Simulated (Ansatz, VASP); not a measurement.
# Two plane-wave programs on AsAu3

```xyz
4
Lattice="0.0000 3.3345 3.3345 3.3345 0.0000 3.3345 3.3345 3.3345 0.0000" Properties=species:S:1:pos:R:3 pbc="T T T"
As    0.0000    0.0000    0.0000
Au    3.3345    3.3345    3.3345
Au    1.6673    1.6673    1.6673
Au    5.0018    5.0018    5.0018
```

Alike in both runs: task electric field gradients; functional PBE; k mesh 9 × 9 × 9; occupations fermi-dirac, width 0.03 eV; no spin polarisation.

|  | VASP | Ansatz |
| --- | --- | --- |
| version | VASP 6.6.1 | Ansatz 0.2.0 |
| potentials or method | VASP PAW PBE potentials, release 64 (As, Au) | PAW with Ansatz's default frozen-core files, scalar-relativistic |
| plane-wave cutoff (eV) | 520 | 420 |
| valence electrons in the cell | 38 | 72 |

Ansatz gave:

```
pressure (GPa) : 0.0
```

**Question.** Estimate VASP's values.

**Answer.** Pressure (GPa): -0.2.

VASP's potentials hold 38 valence electrons a cell and Ansatz's 72, so a difference there can come from the potentials and not from the codes.

Spin-orbit coupling is off throughout.
